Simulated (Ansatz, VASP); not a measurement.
Two plane-wave programs on Ca

```xyz
1
Lattice="0.0000 2.7338 2.7338 2.7338 0.0000 2.7338 2.7338 2.7338 0.0000" Properties=species:S:1:pos:R:3 pbc="T T T"
Ca    0.0000    0.0000    0.0000
```

Alike in both runs: task single point; functional RPBE; k mesh 16 × 16 × 16; occupations fermi-dirac, width 0.1 eV; no spin polarisation.

```csv
,VASP,Ansatz
version,VASP 6.6.1,Ansatz 0.2.0
potentials or method,"VASP PAW PBE potentials, release 64 (Ca_sv), cutoff 520 eV","plane waves (420 eV) with PAW, scalar-relativistic"
valence electrons in the cell,10,10
```

|  | VASP | Ansatz | Ansatz less VASP |
| --- | --- | --- | --- |
| pressure (GPa) | 1.6 | 1.6 | -0.01 |

VASP's potentials were made for PBE, not for RPBE.
